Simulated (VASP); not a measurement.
Wanted: the native input for a VASP 6.6.1 run.

- Task: single point
- Functional: PBE
- Potentials or basis: VASP PAW PBE potentials, release 64 (Li_sv)
- Cutoff: 520 eV
- k mesh: 6 × 6 × 6
- Occupations: gaussian, width 0.1 eV
- Spin: no spin polarisation
- Dipole correction: no
- Further INCAR settings: ALGO = Normal; EDIFF = 1e-06; NBANDS = 8

The structure of Li lies in POSCAR:

```
Li
1.0
    1.4661799880     -2.5239992632      0.0000000000
    1.4661799880      2.5239992632      0.0000000000
    0.0000000000      0.0000000000      2.7343364340
Li
1
Direct
    0.0000000000      0.0000000000      0.5000000000
```

The cell was generated, and may not be a known phase.

The input as run:

INCAR

```
  PREC = Accurate
  ENCUT = 520
  EDIFF = 1E-6
  ISMEAR = 0
  SIGMA = 0.1
  LREAL = F
  LASPH = T
  NELM = 80
  ALGO = Normal
  ISIF = 2
  LWAVE = F
  LCHARG = T
  GGA = PE
  LELF = T
  LVHAR = T
  NBANDS = 8
```

KPOINTS

```
regular mesh
0
Gamma
  6 6 6
```

Potentials or basis: VASP PAW PBE potentials, release 64 (Li_sv).

Command:

```sh
$ cat potpaw_PBE.64/Li_sv/POTCAR > POTCAR
$ mpirun -np 1 vasp_std > vasp.out
```

Results of the run:

The band gap on the k mesh is zero (an odd number of electrons rules out a gap without spin polarisation).

Caveat: the k points lie up to 0.41 Å⁻¹ apart, too coarse for converged energies and pressures of a metal.

It took 10 s on 1 thread of Intel Xeon 8259CL, on a shared host, peak memory 0.12 GiB.
